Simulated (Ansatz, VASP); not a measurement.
One calculation of C, two programs

```xyz
2
Lattice="0.0000 1.7769 1.7769 1.7769 0.0000 1.7769 1.7769 1.7769 0.0000" Properties=species:S:1:pos:R:3 pbc="T T T"
C     0.0000    0.0000    0.0000
C     0.8885    0.8885    0.8885
```

Alike in both runs: functional PBEsol; k mesh 12 × 12 × 12; occupations gaussian, width 0.02 eV; no spin polarisation.

Ansatz relaxed the structure, and its values are those at the end. VASP's run is a single point on that final structure, the one shown.

|  | VASP | Ansatz |
| --- | --- | --- |
| version | VASP 6.6.1 | Ansatz 0.2.0 |
| potentials or method | VASP PAW PBE potentials, release 64 (C), cutoff 600 eV | scalar-relativistic, plane waves, PAW |
| valence electrons in the cell | 8 | 8 |

Ansatz gave:

- gap on the k mesh at the Fermi level (eV): 4.07
- least direct gap on the mesh (eV): 5.57
- pressure (GPa): 0.0

Problem. Estimate VASP's values.

Solution. gap on the k mesh at the Fermi level (eV): 4.06; least direct gap on the mesh (eV): 5.57; pressure (GPa): 0.4.

VASP's potentials were made for PBE, not for PBEsol.
